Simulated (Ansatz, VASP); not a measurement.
**One calculation of AlN, two programs**

```
CELL_PARAMETERS angstrom
2.95545 0.00000 0.00000
-1.47773 2.55950 0.00000
0.00000 0.00000 5.22690
ATOMIC_POSITIONS crystal
Al 0.33333 0.66667 0.00000
Al 0.66667 0.33333 0.50000
N 0.33333 0.66667 0.38500
N 0.66667 0.33333 0.88500
```

Change from the starting cell: strain -0.050 along x and y, +0.050 along z, atoms carried along.

Alike in both runs: task single point; functional PBE; k mesh 9 × 9 × 6; occupations gaussian, width 0.05 eV; no spin polarisation.

|  | VASP | Ansatz |
| --- | --- | --- |
| version | VASP 6.6.1 | Ansatz 0.2.0 |
| potentials or method | VASP PAW PBE potentials, release 64 (Al, N), cutoff 520 eV | scalar-relativistic, plane waves, PAW |
| valence electrons in the cell | 16 | 16 |

|  | VASP | Ansatz | Ansatz less VASP |
| --- | --- | --- | --- |
| gap on the k mesh at the Fermi level (eV) | 4.43 | 4.42 | -0.009 |
| least direct gap on the mesh (eV) | 4.43 | 4.42 | -0.009 |
| pressure (GPa) | 20.9 | 21.1 | +0.17 |
| traceless stress, the component that is largest in VASP (GPa) | -31.39 | -31.16 | +0.238 |
| rms of the force components (eV/Å) | 0.703 | 0.700 | -0.0033 |

Atom by atom the forces differ by 0.003 eV/Å (rms over components).
